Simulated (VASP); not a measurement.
# GaP (F-43m) in VASP: notebook

The runs below take GaP through single point, with RPBE.

All numbers are computed with VASP 6.6.1; they aren't measurements. Logs are shortened: lines on timing, memory, paths and dates and some standing lists are left out, and cuts for length are marked.

## Step 1: The cell of the first run

The structure is cubic, space group F-43m (No. 216). The conventional cell has a = 5.451 Å, b = 5.451 Å, c = 5.451 Å, α = 90.00°, β = 90.00°, γ = 90.00°. Ga (site symmetry -43m) has 4 P at 2.36 Å within 3.1 Å. P (site symmetry -43m) has 4 Ga at 2.36 Å within 3.1 Å.

## Step 2: Single point, RPBE

File INCAR:

```
SYSTEM = GaP
ALGO     = Normal         ! electronic algorithm
EDIFF    = 1E-6           ! SCF threshold, eV
ENCUT    = 520            ! plane-wave cutoff, eV
GGA      = RP             ! functional
ISIF     = 2              ! what is computed and relaxed
ISMEAR   = 0              ! smearing method
LASPH    = .TRUE.         ! aspherical terms in the spheres
LCHARG   = .TRUE.         ! write CHGCAR
LELF     = .TRUE.         ! ELF
LREAL    = .FALSE.        ! projectors in reciprocal space
LVHAR    = .TRUE.       
LWAVE    = .FALSE.        ! write WAVECAR
NBANDS   = 16             ! bands
NELM     = 100            ! most SCF steps
PREC     = Accurate       ! precision mode
SIGMA    = 0.01           ! smearing width, eV
```

File KPOINTS:

```
k-points
0
G
  5 5 5
  0 0 0
```

File POSCAR:

```
GaP
1.0
    0.0000000000      2.7252500000      2.7252500000
    2.7252500000      0.0000000000      2.7252500000
    2.7252500000      2.7252500000      0.0000000000
Ga P
1 1
Direct
    0.0000000000      0.0000000000      0.0000000000
    0.2500000000      0.2500000000      0.2500000000
```

Potentials or basis: VASP PAW PBE potentials, release 64 (Ga_d, P).

Command:

```console
$ cat potpaw_PBE.64/Ga_d/POTCAR potpaw_PBE.64/P/POTCAR > POTCAR
$ mpirun -np 1 vasp_std > vasp.out
```

OUTCAR:

```text
SYSTEM = GaP
   EDIFF = 1E-6
   ENCUT = 520
   GGA = RP
   ISIF = 2
   ISMEAR = 0
   LASPH = .TRUE.
   LREAL = .FALSE.
   NELM = 100
   PREC = Accurate

 ion  position               nearest neighbor table
   1  0.000  0.000  0.000-   2 2.36   2 2.36   2 2.36   2 2.36
   2  0.250  0.250  0.250-   1 2.36   1 2.36   1 2.36   1 2.36

  LATTYP: Found a face centered cubic cell.
 ALAT       =     5.4505000000

  Lattice vectors:

 A1 = (   0.0000000000,   2.7252500000,   2.7252500000)
 A2 = (   2.7252500000,   0.0000000000,   2.7252500000)
 A3 = (   2.7252500000,   2.7252500000,   0.0000000000)

Analysis of symmetry for initial positions (statically):
=====================================================================
 Subroutine PRICEL returns:
 Original cell was already a primitive cell.

 Routine SETGRP: Setting up the symmetry group for a
 face centered cubic supercell.

 Subroutine GETGRP returns: Found 24 space group operations
 (whereof 24 operations were pure point group operations)
 out of a pool of 48 trial point group operations.

The static configuration has the point symmetry T_d .

Analysis of symmetry for dynamics (positions and initial velocities):
=====================================================================
 Subroutine PRICEL returns:
 Original cell was already a primitive cell.

 Routine SETGRP: Setting up the symmetry group for a
 face centered cubic supercell.

 Subroutine GETGRP returns: Found 24 space group operations
 (whereof 24 operations were pure point group operations)
 out of a pool of 48 trial point group operations.

The dynamic configuration has the point symmetry T_d .

 Subroutine INISYM returns: Found 24 space group operations
 (whereof 24 operations are pure point group operations),
 and found     1 'primitive' translations

----------------------------------------------------------------------------------------

                                     Primitive cell

  volume of cell :      40.4808

  direct lattice vectors                    reciprocal lattice vectors
     0.000000000  2.725250000  2.725250000    -0.183469406  0.183469406  0.183469406
     2.725250000  0.000000000  2.725250000     0.183469406 -0.183469406  0.183469406
     2.725250000  2.725250000  0.000000000     0.183469406  0.183469406 -0.183469406

  length of vectors
     3.854085511  3.854085511  3.854085511     0.317778334  0.317778334  0.317778334

  position of ions in fractional coordinates (direct lattice)
     0.000000000  0.000000000  0.000000000
     0.250000000  0.250000000  0.250000000

  ion indices of the primitive-cell ions
   primitive index   ion index
                 1           1
                 2           2

----------------------------------------------------------------------------------------

 KPOINTS: k-points

Automatic generation of k-mesh.
 Grid dimensions read from file:
 generate k-points for:    5    5    5

 Generating k-lattice:

  Cartesian coordinates                     Fractional coordinates (reciprocal lattice)
    -0.036693881  0.036693881  0.036693881     0.200000000  0.000000000  0.000000000
     0.036693881 -0.036693881  0.036693881     0.000000000  0.200000000  0.000000000
     0.036693881  0.036693881 -0.036693881     0.000000000  0.000000000  0.200000000

  Length of vectors
     0.063555667  0.063555667  0.063555667

  Shift w.r.t. Gamma in fractional coordinates (k-lattice)
     0.000000000  0.000000000  0.000000000

 Subroutine IBZKPT returns following result:
 ===========================================

 Found     10 irreducible k-points:

 Following reciprocal coordinates:
            Coordinates               Weight
  0.000000  0.000000  0.000000      1.000000
  0.200000  0.000000  0.000000      8.000000
  0.400000  0.000000  0.000000      8.000000
  0.200000  0.200000  0.000000      6.000000
  0.400000  0.200000  0.000000     24.000000
 -0.400000  0.200000  0.000000     24.000000
 -0.200000  0.200000  0.000000     12.000000
  0.400000  0.400000  0.000000      6.000000
 -0.400000  0.400000  0.000000     12.000000
 -0.400000  0.400000  0.200000     24.000000
   k-points           NKPTS =     10   k-points in BZ     NKDIM =     10   number of bands    NBANDS=     16
   number of dos      NEDOS =    301   number of ions     NIONS =      2
   total plane-waves  NPLWV =  27000
   dimension x,y,z NGX =    30 NGY =   30 NGZ =   30
   dimension x,y,z NGXF=    60 NGYF=   60 NGZF=   60
   ions per type =               1   1
   NGX,Y,Z   is equivalent  to a cutoff of  12.94, 12.94, 12.94 a.u.
   NGXF,Y,Z  is equivalent  to a cutoff of  25.88, 25.88, 25.88 a.u.
 SYSTEM =  GaP
   PREC   = accura    normal or accurate (medium, high low for compatibility)
   ISTART =      0    job   : 0-new  1-cont  2-samecut
   ICHARG =      2    charge: 1-file 2-atom 10-const
   ISPIN  =      1    spin polarized calculation?
   LNONCOLLINEAR =      F non collinear calculations
   LSORBIT =      F    spin-orbit coupling
   LASPH  =      T    aspherical Exc in radial PAW
   ENCUT  =  520.0 eV  38.22 Ry    6.18 a.u.   7.17  7.17  7.17*2*pi/ulx,y,z
   NELM   =    100;   NELMIN=  2; NELMDL= -5     # of ELM steps
   EDIFF  = 0.1E-05   stopping-criterion for ELM
   LREAL  =      F    real-space projection
   EDIFFG = 0.1E-04   stopping-criterion for IOM
   NSW    =      0    number of steps for IOM
   IBRION =     -1    ionic relax: 0-MD 1-quasi-New 2-CG
   NFREE  =      0    steps in history (QN), initial steepest desc. (CG)
   ISIF   =      2    stress and relaxation
   ISYM   =      2    0-nonsym 1-usesym 2-fastsym
   POTIM  = 0.5000    time-step for ionic-motion
   TEBEG  =    0.0;   TEEND  =   0.0 temperature during run
   PSTRESS=    0.0 pullay stress
   NELECT =      18.0000    total number of electrons
   NUPDOWN=      -1.0000    fix difference up-down
   EMIN   =  10.00;   EMAX   =-10.00  energy-range for DOS
   EFERMI =   0.00;   METHOD = LEGACY
   ISMEAR =     0;   SIGMA  =   0.01  broadening in eV -4-tet -1-fermi 0-gaus
   EFERMI_NEDOS =   21; number of points for ismear=-14 and -15
   IALGO  =     38    algorithm
   IMIX   =      4    mixing-type and parameters
     AMIX     =   0.40;   BMIX     =  1.00
     AMIX_MAG =   1.60;   BMIX_MAG =  1.00
  volume/ion in A,a.u.               =      20.24       136.59
  Fermi-wavevector in a.u.,A,eV,Ry     =   1.249538  2.361284 21.243377  1.561344
  Thomas-Fermi vector in A             =   2.383574
   LORBIT       =      0    0 simple, 1 ext, 2 COOP (PROOUT), +10 PAW based schemes
   GGA     = RP    functional components
   LHFCALC =     F    Hartree Fock is set to
   AEXX    =    0.0000 exact exchange contribution
   IVDW    =     0    specifies the selected vdW correction
   LEPSILON=     F    determine dielectric tensor
   LRPA    =     F    only Hartree local field effects (RPA)
 non-spin polarized calculation
 Gauss-broadening in eV      SIGMA  =   0.01
  energy-cutoff  :      520.00
  volume of cell :       40.48
 maximum number of plane-waves:      1103
 NGX is ok and might be reduce to    30
   NGX = 15   NGY = 15   NGZ = 15

 number of electron      17.9999989 magnetization

 Free energy of the ion-electron system (eV)
  ---------------------------------------------------
  ext. energy  EPLUGINS =         0.00000000
  ---------------------------------------------------
  free energy    TOTEN  =        -8.38834307 eV

  energy without entropy =       -8.38834307  energy(sigma->0) =       -8.38834307

 E-fermi :   4.8647     XC(G=0):  -9.6532

 val. band max:        4.7610738533   @ k =   0.0000   0.0000   0.0000
 cond. band min:       6.4469068093   @ k =   0.4000   0.4000   0.0000
 fundamental gap:      1.6858329560
 Fermi energy:         4.8646993256

 k-point     1 :       0.0000    0.0000    0.0000
  band No.  band energies     occupation
      1      -9.7959      2.00000
      2      -9.7959      2.00000
      3      -9.7959      2.00000
      4      -9.6969      2.00000
      5      -9.6969      2.00000
      6      -7.7029      2.00000
[... 8 lines left out ...]
     15      14.4986      0.00000
     16      14.4986      0.00000

 k-point     2 :       0.2000    0.0000    0.0000
  band No.  band energies     occupation
      1      -9.8267      2.00000
      2      -9.7854      2.00000
      3      -9.7854      2.00000
      4      -9.6964      2.00000
      5      -9.6964      2.00000
      6      -7.1970      2.00000
[... 8 lines left out ...]
     15      13.6538      0.00000
     16      15.0503      0.00000

 k-point     3 :       0.4000    0.0000    0.0000
  band No.  band energies     occupation
      1      -9.8698      2.00000
      2      -9.7728      2.00000
      3      -9.7728      2.00000
      4      -9.6910      2.00000
      5      -9.6910      2.00000
      6      -5.9809      2.00000
[... 8 lines left out ...]
     15      15.2924      0.00000
     16      15.2924      0.00000

 k-point     4 :       0.2000    0.2000    0.0000
  band No.  band energies     occupation
      1      -9.8445      2.00000
      2      -9.7742      2.00000
      3      -9.7742      2.00000
      4      -9.7073      2.00000
      5      -9.6893      2.00000
      6      -7.0284      2.00000
[... 8 lines left out ...]
     15      15.1145      0.00000
     16      16.5201      0.00000

 k-point     5 :       0.4000    0.2000    0.0000
  band No.  band energies     occupation
      1      -9.8760      2.00000
      2      -9.7630      2.00000
      3      -9.7583      2.00000
      4      -9.7099      2.00000
      5      -9.6847      2.00000
      6      -6.0021      2.00000
[... 8 lines left out ...]
     15      16.2577      0.00000
     16      16.9780      0.00000

 k-point     6 :      -0.4000    0.2000    0.0000
  band No.  band energies     occupation
      1      -9.8813      2.00000
      2      -9.7648      2.00000
      3      -9.7577      2.00000
      4      -9.6987      2.00000
      5      -9.6912      2.00000
      6      -5.3410      2.00000
[... 8 lines left out ...]
     15      14.8231      0.00000
     16      17.3702      0.00000

 k-point     7 :      -0.2000    0.2000    0.0000
  band No.  band energies     occupation
      1      -9.8572      2.00000
      2      -9.7726      2.00000
      3      -9.7715      2.00000
      4      -9.7002      2.00000
      5      -9.6925      2.00000
      6      -6.4252      2.00000
[... 8 lines left out ...]
     15      16.1449      0.00000
     16      16.9429      0.00000

 k-point     8 :       0.4000    0.4000    0.0000
  band No.  band energies     occupation
      1      -9.9039      2.00000
      2      -9.7375      2.00000
      3      -9.7375      2.00000
      4      -9.7282      2.00000
      5      -9.6772      2.00000
      6      -5.3157      2.00000
[... 8 lines left out ...]
     15      16.6530      0.00000
     16      19.1539      0.00000

 k-point     9 :      -0.4000    0.4000    0.0000
  band No.  band energies     occupation
      1      -9.9017      2.00000
      2      -9.7452      2.00000
      3      -9.7368      2.00000
      4      -9.7202      2.00000
      5      -9.6815      2.00000
      6      -4.7401      2.00000
[... 8 lines left out ...]
     15      15.6717      0.00000
     16      19.0163      0.00000

 k-point    10 :      -0.4000    0.4000    0.2000
  band No.  band energies     occupation
      1      -9.8903      2.00000
      2      -9.7586      2.00000
      3      -9.7415      2.00000
      4      -9.7116      2.00000
      5      -9.6868      2.00000
      6      -5.0360      2.00000
[... 8 lines left out ...]
     15      16.3645      0.00000
     16      18.9995      0.00000

------------------------ aborting loop because EDIFF is reached ----------------------------------------

  FORCE on cell =-STRESS in cart. coord.  units (eV):
  Direction    XX          YY          ZZ          XY          YZ          ZX
  --------------------------------------------------------------------------------------
  -------------------------------------------------------------------------------------
  Total        1.1531573      1.1531573      1.1531573      0.0000000      0.0000000     -0.0000000
  in kB       45.6404679     45.6404679     45.6404679      0.0000000      0.0000000     -0.0000000
  external PRESSURE =      45.6404679 kB  Pullay stress =       0.0000000 kB

 VOLUME and BASIS-vectors are now :
 -----------------------------------------------------------------------------
  energy-cutoff  :      520.00
  volume of cell :       40.48
      direct lattice vectors                 reciprocal lattice vectors
     0.000000000  2.725250000  2.725250000    -0.183469406  0.183469406  0.183469406
     2.725250000  0.000000000  2.725250000     0.183469406 -0.183469406  0.183469406
     2.725250000  2.725250000  0.000000000     0.183469406  0.183469406 -0.183469406

 POSITION                                       TOTAL-FORCE (eV/Angst)
 -----------------------------------------------------------------------------------
      0.00000      0.00000      0.00000        -0.000000     -0.000000     -0.000000
      1.36262      1.36262      1.36262         0.000000      0.000000      0.000000
 -----------------------------------------------------------------------------------
    total drift:                                0.000002      0.000002      0.000002

  FREE ENERGIE OF THE ION-ELECTRON SYSTEM (eV)
  ---------------------------------------------------
  free  energy   TOTEN  =        -8.3883430669 eV

  energy  without entropy=       -8.3883430669  energy(sigma->0) =       -8.38834307
```

It took 10 s on 1 thread of Intel Xeon 8259CL, shared host; peak memory 0.16 GiB.

Results:

```yaml
Free_energy: -8.3883 eV
Pressure: 4.6 GPa
Band_gap_on_the_k_mesh: 1.69 eV, indirect (least direct gap 1.96 eV)
```

Caveat: the PAW data sets were made with another functional, which shifts forces and pressure a little.

[end of part 1 of 2]
